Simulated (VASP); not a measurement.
The system is TaSi2.

```
Ta Si
1.0
     4.78000    0.00000    0.00000
    -2.39000    4.13960    0.00000
     0.00000    0.00000    6.56400
Ta Si
3 6
Direct
  0.00000 0.50000 0.16667
  0.50000 0.50000 0.83333
  0.50000 0.00000 0.50000
  0.33330 0.16665 0.16667
  0.16665 0.83335 0.83333
  0.83335 0.66670 0.50000
  0.66670 0.83335 0.16667
  0.83335 0.16665 0.83333
  0.16665 0.33330 0.50000
```

Base run:

- Program: VASP 6.6.1
- Functional: r2SCAN
- Potentials or basis: VASP PAW PBE potentials, release 64 (Ta_pv, Si)
- Cutoff: 520 eV
- k mesh: 5 × 5 × 3
- Occupations: fermi-dirac, width 0.05 eV
- Spin: no spin polarisation
- Hubbard terms: Ta d U = 5.0 eV

Its results: band gap on the k mesh zero (an odd number of electrons rules out a gap without spin polarisation); pressure 8.0 GPa; largest force 0.987 eV/Å.

Q: The run is repeated on the same cell with these changes: hubbard terms from Ta d U = 5.0 eV to Ta d U = 4.0 eV. What comes out?

A: Band gap on the k mesh zero (an odd number of electrons rules out a gap without spin polarisation); pressure 6.4 GPa; largest force 0.960 eV/Å.

Caveats: the cell stands under pressure; the PAW data sets were made with another functional, which shifts forces and pressure a little; spin-orbit coupling is left out, which moves the levels of the heavy elements; U without spin polarisation on a metal has little footing; the U is typed as a test and isn't derived for this compound.
